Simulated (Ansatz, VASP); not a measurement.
# MgS in VASP and in Ansatz

```
Mg S
1.0
     0.00000    2.83088    2.83088
     2.83088    0.00000    2.83088
     2.83088    2.83088    0.00000
Mg S
1 1
Cartesian
  0.0000 0.0000 0.0000
  1.4154 1.4154 1.4154
```

Alike in both runs: task single point; functional LDA; k mesh 8 × 8 × 8; no spin polarisation.

|  | VASP | Ansatz |
| --- | --- | --- |
| version | VASP 6.6.1 | Ansatz 0.2.0 |
| potentials or method | VASP PAW LDA potentials, release 64 (Mg, S) | plane waves, PAW |
| plane-wave cutoff (eV) | 520 | 420 |
| occupations | gaussian, width 0.01 eV | fixed |
| valence electrons in the cell | 8 | 16 |

Ansatz gave:

* gap on the k mesh at the Fermi level (eV): 3.18
* pressure (GPa): -2.1

Q: Which values does VASP return?

A: gap on the k mesh at the Fermi level (eV): 3.19; pressure (GPa): -2.4.

LDA's correlation is that of Perdew and Zunger in VASP and of Perdew and Wang (1992) in Ansatz. VASP's potentials hold 8 valence electrons a cell and Ansatz's 16, so a difference there can come from the potentials and not from the codes.
